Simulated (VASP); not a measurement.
Sb, 2 atoms in the cell. It takes space group C2/c (No. 15, monoclinic). The conventional cell has a = 3.060 Å, b = 8.102 Å, c = 4.373 Å, α = 90.00°, β = 110.38°, γ = 90.00°. Within 3.9 Å of Sb (site symmetry 2) lie 10 Sb at 2.98 to 3.69 Å. 

| Property | Result |
| --- | --- |
| Program | VASP 6.6.1 |
| Task | single point |
| Functional | LDA |
| Potentials or basis | VASP PAW LDA potentials, release 64 (Sb) |
| Cutoff | 520 eV |
| k mesh | 13 × 13 × 9 |
| Occupations | fermi-dirac, width 0.1 eV |
| Spin | no spin polarisation |
| Dipole correction | no |
| Further INCAR settings | ALGO = Normal; EDIFF = 1e-06; NBANDS = 12 |

Potentials or basis: VASP PAW LDA potentials, release 64 (Sb).

Launch:

```console
$ cat potpaw_LDA.64/Sb/POTCAR > POTCAR
$ mpirun -np 1 vasp_std > vasp.out
```

Hardware: 1 thread of AMD EPYC 9R45 96-Core Processor (Zen 5), on a shared host.

Task: How long does it take, and how much memory?

Result: Run time: 88 s on 1 thread of AMD EPYC 9R45 96-Core Processor (Zen 5) (shared host), peak memory 0.3 GiB. Counts: scf iterations 9, k points 413.
